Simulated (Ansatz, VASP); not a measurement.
**BeS in VASP and in Ansatz**

```
Be S
1.0
     0.00000    2.42500    2.42500
     2.42500    0.00000    2.42500
     2.42500    2.42500    0.00000
Be S
1 1
Direct
  0.00000 0.00000 0.00000
  0.75000 0.75000 0.75000
```

Alike in both runs: task single point; functional PBEsol; k mesh 9 × 9 × 9; occupations fermi-dirac, width 0.02 eV; no spin polarisation.

```csv
,VASP,Ansatz
version,VASP 6.6.1,Ansatz 0.2.0
potentials or method,"VASP PAW PBE potentials, release 64 (Be, S), cutoff 600 eV","all-electron LAPW, scalar-relativistic"
```

```csv
,VASP,Ansatz,Ansatz less VASP
gap on the k mesh at the Fermi level (eV),3.03,3.02,-0.002
pressure (GPa),-0.5,-0.8,-0.23
```

VASP's potentials were made for PBE, not for PBEsol. Ansatz ran all-electron here, and VASP with PAW potentials.
